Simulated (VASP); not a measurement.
Runs of VASP 6.6.1 on SnSe. The structure is that of space group P6_3/mmc (No. 194), or close to it. The cells are those of the table. 

```csv
level,cell,cutoff (eV),gap on the mesh (eV),pressure (GPa)
r2SCAN,"a = 5.013, b = 5.013, c = 6.012 Å, angles 90.0, 90.0, 120.0°, 4 atoms",550,0.50,1.3
PBE,"a = 4.996, b = 4.996, c = 6.000 Å, angles 90.0, 90.0, 120.0°, 4 atoms",500,0.31,(a)
r2SCAN,"a = 5.064, b = 5.064, c = 6.073 Å, angles 90.0, 90.0, 120.0°, 4 atoms",550,0.58,0.0
r2SCAN,"a = 5.115, b = 5.115, c = 6.134 Å, angles 90.0, 90.0, 120.0°, 4 atoms",550,0.65,-1.1
PBE,"a = 5.064, b = 5.064, c = 6.073 Å, angles 90.0, 90.0, 120.0°, 4 atoms",500,0.41,0.9
PBE,"a = 5.150, b = 5.150, c = 6.185 Å, angles 90.0, 90.0, 120.0°, 4 atoms",500,0.52,(d)
PBE,"a = 5.200, b = 5.200, c = 6.245 Å, angles 90.0, 90.0, 120.0°, 4 atoms",500,0.58,-1.9
r2SCAN,"a = 5.164, b = 5.164, c = 6.193 Å, angles 90.0, 90.0, 120.0°, 4 atoms",550,(b),(c)
```

Alike in all rows: task single point; potentials or basis VASP PAW PBE potentials, release 64 (Sn_d, Se); no spin polarisation; k mesh 6 × 6 × 4; smearing gaussian 0.01 eV.

Fill in the values left out.

(a) 2.6; (b) 0.71; (c) -2.1; (d) -1.0.

Caveats: spin-orbit coupling is left out, which moves the levels of the heavy elements; the PAW data sets were made with another functional, which shifts forces and pressure a little (some runs).

A k mesh can miss the band edges, and the runs leave out spin-orbit coupling on Se, Sn.
